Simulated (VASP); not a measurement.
# Ti in VASP: a series of runs

The runs below take Ti through single point, with PBE.

All numbers are computed with VASP 6.6.1; they aren't measurements. Logs are shortened: lines on timing, memory, paths and dates and some standing lists are left out, and cuts for length are marked.

### Step 1. The cell of the first run

It takes space group R-3m (No. 166, trigonal). Conventional cell: a = 2.856 Å, b = 2.856 Å, c = 7.102 Å, α = 90.00°, β = 90.00°, γ = 120.00°. Ti (site symmetry -3m) has 12 Ti at 2.86 to 2.89 Å within 3.8 Å.

This isn't the form of Ti at room conditions, which is hcp.

### Step 2. Single point, PBE (equal xy, yz and zx shear strains of +1 %)

The input, INCAR:

```
PREC = Accurate
ENCUT = 520
EDIFF = 1E-7
ISMEAR = -1
SIGMA = 0.05
LREAL = False
LASPH = True
NELM = 60
ALGO = Normal
ISIF = 2
LWAVE = False
LCHARG = False
GGA = PE
NBANDS = 12
```

The input, KPOINTS:

```
Automatic mesh
0
Gamma
  15 15 15
```

The input, POSCAR:

```
Ti
1.0
    0.0203000000      2.0401500000      2.0401500000
    2.0401500000      0.0203000000      2.0401500000
    2.0401500000      2.0401500000      0.0203000000
Ti
1
Direct
    0.0000000000      0.0000000000      0.0000000000
```

Potentials or basis: VASP PAW PBE potentials, release 64 (Ti_sv).

Launch:

```sh
> cat potpaw_PBE.64/Ti_sv/POTCAR > POTCAR
> mpirun -np 1 vasp_std > vasp.out
```

OUTCAR:

```text
PREC = Accurate
   ENCUT = 520
   EDIFF = 1E-7
   ISMEAR = -1
   LREAL = False
   LASPH = True
   NELM = 60
   ISIF = 2
   GGA = PE

 ion  position               nearest neighbor table
   1  0.000  0.000  0.000-

  LATTYP: Found a trigonal (rhomboedric) cell.
 ALAT       =     2.8852792127
 COS(alpha) =     0.5099250056

  Lattice vectors:

 A1 = (   0.0203000000,   2.0401500000,   2.0401500000)
 A2 = (   2.0401500000,   0.0203000000,   2.0401500000)
 A3 = (   2.0401500000,   2.0401500000,   0.0203000000)

Analysis of symmetry for initial positions (statically):
=====================================================================
 Subroutine PRICEL returns:
 Original cell was already a primitive cell.

 Routine SETGRP: Setting up the symmetry group for a
 trigonal (rhombohedral) supercell.

 Subroutine GETGRP returns: Found 12 space group operations
 (whereof 12 operations were pure point group operations)
 out of a pool of 12 trial point group operations.

The static configuration has the point symmetry D_3d.

Analysis of symmetry for dynamics (positions and initial velocities):
=====================================================================
 Subroutine PRICEL returns:
 Original cell was already a primitive cell.

 Routine SETGRP: Setting up the symmetry group for a
 trigonal (rhombohedral) supercell.

 Subroutine GETGRP returns: Found 12 space group operations
 (whereof 12 operations were pure point group operations)
 out of a pool of 12 trial point group operations.

The dynamic configuration has the point symmetry D_3d.

 Subroutine INISYM returns: Found 12 space group operations
 (whereof 12 operations are pure point group operations),
 and found     1 'primitive' translations

----------------------------------------------------------------------------------------

                                     Primitive cell

  volume of cell :      16.7296

  direct lattice vectors                    reciprocal lattice vectors
     0.020300000  2.040150000  2.040150000    -0.248768595  0.246317673  0.246317673
     2.040150000  0.020300000  2.040150000     0.246317673 -0.248768595  0.246317673
     2.040150000  2.040150000  0.020300000     0.246317673  0.246317673 -0.248768595

  length of vectors
     2.885279213  2.885279213  2.885279213     0.428054443  0.428054443  0.428054443

  position of ions in fractional coordinates (direct lattice)
     0.000000000  0.000000000  0.000000000

[... 81 lines left out ...]
   ISIF   =      2    stress and relaxation
   ISYM   =      2    0-nonsym 1-usesym 2-fastsym
   POTIM  = 0.5000    time-step for ionic-motion
   TEBEG  =    0.0;   TEEND  =   0.0 temperature during run
   PSTRESS=    0.0 pullay stress
   NELECT =      12.0000    total number of electrons
   NUPDOWN=      -1.0000    fix difference up-down
   EMIN   =  10.00;   EMAX   =-10.00  energy-range for DOS
   EFERMI =   0.00;   METHOD = LEGACY
   ISMEAR =    -1;   SIGMA  =   0.05  broadening in eV -4-tet -1-fermi 0-gaus
   EFERMI_NEDOS =   21; number of points for ismear=-14 and -15
   IALGO  =     38    algorithm
   IMIX   =      4    mixing-type and parameters
     AMIX     =   0.40;   BMIX     =  1.00
     AMIX_MAG =   1.60;   BMIX_MAG =  1.00
  volume/ion in A,a.u.               =      16.73       112.90
  Fermi-wavevector in a.u.,A,eV,Ry     =   1.465458  2.769314 29.219423  2.147567
  Thomas-Fermi vector in A             =   2.581312
   LORBIT       =      0    0 simple, 1 ext, 2 COOP (PROOUT), +10 PAW based schemes
   GGA     = PE    functional components
   LHFCALC =     F    Hartree Fock is set to
   AEXX    =    0.0000 exact exchange contribution
   IVDW    =     0    specifies the selected vdW correction
   LEPSILON=     F    determine dielectric tensor
   LRPA    =     F    only Hartree local field effects (RPA)
 non-spin polarized calculation
  energy-cutoff  :      520.00
  volume of cell :       16.73
 maximum number of plane-waves:       467
 NGX is ok and might be reduce to    24
   NGX = 11   NGY = 11   NGZ = 11

 number of electron      12.0000001 magnetization

 Free energy of the ion-electron system (eV)
  ---------------------------------------------------
  ext. energy  EPLUGINS =         0.00000000
  ---------------------------------------------------
  free energy    TOTEN  =        -7.77628726 eV

  energy without entropy =       -7.76274501  energy(sigma->0) =       -7.76951614

 E-fermi :   8.6277     XC(G=0): -11.6764

 val. band max:        8.6259478701   @ k =  -0.3333   0.0667   0.0000
 cond. band min:       8.6367653291   @ k =   0.2667   0.0667   0.0000
 fundamental gap:      0.0108174590
 Fermi energy:         8.6277304027

 k-point     1 :       0.0000    0.0000    0.0000
  band No.  band energies     occupation
      1     -48.0262      2.00000
      2     -23.8529      2.00000
      3     -23.8327      2.00000
      4     -23.8327      2.00000
      5       2.4401      2.00000
      6       9.4141      0.00000
      7       9.5708      0.00000
      8       9.5708      0.00000
      9      11.2385      0.00000
     10      11.2385      0.00000
     11      24.0729      0.00000
     12      28.4564      0.00000
[... 331 lines left out ...]
 k-point    24 :       0.2000    0.1333   -0.0000
  band No.  band energies     occupation
      1     -47.9762      2.00000
      2     -24.0537      2.00000
      3     -23.9140      2.00000
      4     -23.8938      2.00000
      5       3.6986      2.00000
      6       8.6951      0.41245
      7       9.9711      0.00000
      8      10.0517      0.00000
      9      10.5599      0.00000
     10      11.4958      0.00000
     11      24.7362      0.00000
     12      25.3179      0.00000

 [... further k-points ...]

------------------------ aborting loop because EDIFF is reached ----------------------------------------

  FORCE on cell =-STRESS in cart. coord.  units (eV):
  Direction    XX          YY          ZZ          XY          YZ          ZX
  --------------------------------------------------------------------------------------
  -------------------------------------------------------------------------------------
  Total        0.4335272      0.4335272      0.4335272     -0.0639220     -0.0639220     -0.0639220
  in kB       41.5184685     41.5184685     41.5184685     -6.1217416     -6.1217416     -6.1217416
  external PRESSURE =      41.5184685 kB  Pullay stress =       0.0000000 kB

 VOLUME and BASIS-vectors are now :
 -----------------------------------------------------------------------------
  energy-cutoff  :      520.00
  volume of cell :       16.73
      direct lattice vectors                 reciprocal lattice vectors
     0.020300000  2.040150000  2.040150000    -0.248768595  0.246317673  0.246317673
     2.040150000  0.020300000  2.040150000     0.246317673 -0.248768595  0.246317673
     2.040150000  2.040150000  0.020300000     0.246317673  0.246317673 -0.248768595

 POSITION                                       TOTAL-FORCE (eV/Angst)
 -----------------------------------------------------------------------------------
      0.00000      0.00000      0.00000         0.000000      0.000000      0.000000
 -----------------------------------------------------------------------------------
    total drift:                               -0.000000      0.000000      0.000000

  FREE ENERGIE OF THE ION-ELECTRON SYSTEM (eV)
  ---------------------------------------------------
  free  energy   TOTEN  =        -7.7762872635 eV

  energy  without entropy=       -7.7627450087  energy(sigma->0) =       -7.76951614
```

OSZICAR:

```text
N       E                     dE             d eps       ncg     rms          rms(c)
DAV:   1     0.880044541007E+02    0.88004E+02   -0.65277E+03  8292   0.122E+03
DAV:   2    -0.440138949955E+01   -0.92406E+02   -0.89936E+02  8388   0.298E+02
DAV:   3    -0.863667455553E+01   -0.42353E+01   -0.41958E+01 11436   0.650E+01
DAV:   4    -0.872947865316E+01   -0.92804E-01   -0.92722E-01  9284   0.845E+00
DAV:   5    -0.873187270938E+01   -0.23941E-02   -0.23940E-02  9920   0.118E+00    0.862E+00
DAV:   6    -0.777776313686E+01    0.95411E+00   -0.19432E+00  9004   0.210E+01    0.232E+00
DAV:   7    -0.776506754125E+01    0.12696E-01   -0.10604E-01 10044   0.387E+00    0.131E+00
DAV:   8    -0.777596532565E+01   -0.10898E-01   -0.40072E-02  8512   0.248E+00    0.160E-01
DAV:   9    -0.777625219077E+01   -0.28687E-03   -0.42525E-03 10264   0.730E-01    0.913E-02
DAV:  10    -0.777631219878E+01   -0.60008E-04   -0.25536E-04  8628   0.186E-01    0.239E-02
DAV:  11    -0.777628751870E+01    0.24680E-04   -0.23150E-05  9932   0.594E-02    0.103E-02
DAV:  12    -0.777628696884E+01    0.54986E-06   -0.15956E-06  8936   0.167E-02    0.195E-03
DAV:  13    -0.777628730975E+01   -0.34091E-06   -0.35662E-07  9828   0.508E-03    0.133E-03
DAV:  14    -0.777628726354E+01    0.46209E-07   -0.20618E-08  4420   0.174E-03
   1 F= -.77762873E+01 E0= -.77695161E+01  d E =-.135423E-01
```

stdout:

```text
POSCAR found type information on POSCAR Ti
 POSCAR found :  1 types and       1 ions
 scaLAPACK will be used
 LDA part: xc-table for (Slater+PW92), standard interpolation
 POSCAR, INCAR and KPOINTS ok, starting setup
 FFT: planning ... GRIDC
 FFT: planning ... GRID_SOFT
 FFT: planning ... GRID
 WAVECAR not read
 entering main loop
```

It took 80 s on 1 thread of Intel Xeon 8259CL, shared host; peak memory 0.19 GiB.

What came out:

```
Free energy            : -7.7763 eV
Pressure               : 4.2 GPa
Band gap on the k mesh : zero (bands 6 and 7 overlap by 1.11 eV)
```

Stress tensor (GPa, compression positive):
```
 4.15 -0.61 -0.61
-0.61  4.15 -0.61
-0.61 -0.61  4.15
```

Caveat: the cell differs from its parent crystal (equal xy, yz and zx shear strains of +1 %); the cell stands under pressure.

### Step 3. Single point, PBE, non-collinear spin, zero start, spin-orbit coupling

The input, INCAR:

```
SYSTEM = Ti
PREC     = Accurate       ! precision mode
ENCUT    = 520            ! plane-wave cutoff, eV
EDIFF    = 1E-6           ! SCF threshold, eV
ISMEAR   = -1             ! smearing method
SIGMA    = 0.05           ! smearing width, eV
LREAL    = .FALSE.        ! projectors in reciprocal space
LASPH    = .TRUE.         ! aspherical terms in the spheres
NELM     = 150            ! most SCF steps
ALGO     = Normal         ! electronic algorithm
ISIF     = 2              ! what is computed and relaxed
LWAVE    = .FALSE.        ! write WAVECAR
LCHARG   = .FALSE.        ! write CHGCAR
LNONCOLLINEAR= .TRUE.         ! non-collinear magnetism
MAGMOM   = 0 0 0          ! initial moments
LORBIT   = 11             ! projections on sites
LSORBIT  = .TRUE.         ! spin-orbit coupling
GGA_COMPAT= .FALSE.      
LORBMOM  = .TRUE.       
LMAXMIX  = 4              ! l up to which the mixer works
GGA      = PE             ! functional
NBANDS   = 23             ! bands
```

The input, KPOINTS:

```
Automatic mesh
0
G
  15 15 15
  0 0 0
```

The input, POSCAR:

```
Ti
1.0
    0.0000000000      2.0300000000      2.0300000000
    2.0300000000      0.0000000000      2.0300000000
    2.0300000000      2.0300000000      0.0000000000
Ti
1
Direct
    0.0000000000      0.0000000000      0.0000000000
```

Potentials or basis: VASP PAW PBE potentials, release 64 (Ti_sv).

Launch:

```sh
> cat potpaw_PBE.64/Ti_sv/POTCAR > POTCAR
> mpirun -np 1 vasp_ncl > vasp.out
```

Wall time 2.5 min (1 thread of Intel Xeon 8259CL, shared host); peak memory 0.24 GiB.

Results (log left out):

* Free energy: -7.7828 eV
* Pressure: 4.1 GPa
* Net moment: 0.00 μB per cell
* Valence electrons inside the program's atomic spheres: Ti 10.30

Moments on the atoms (μB; x, y, z):
```
Ti  0.00 0.00 0.00
```

Caveat: the cell stands under pressure.
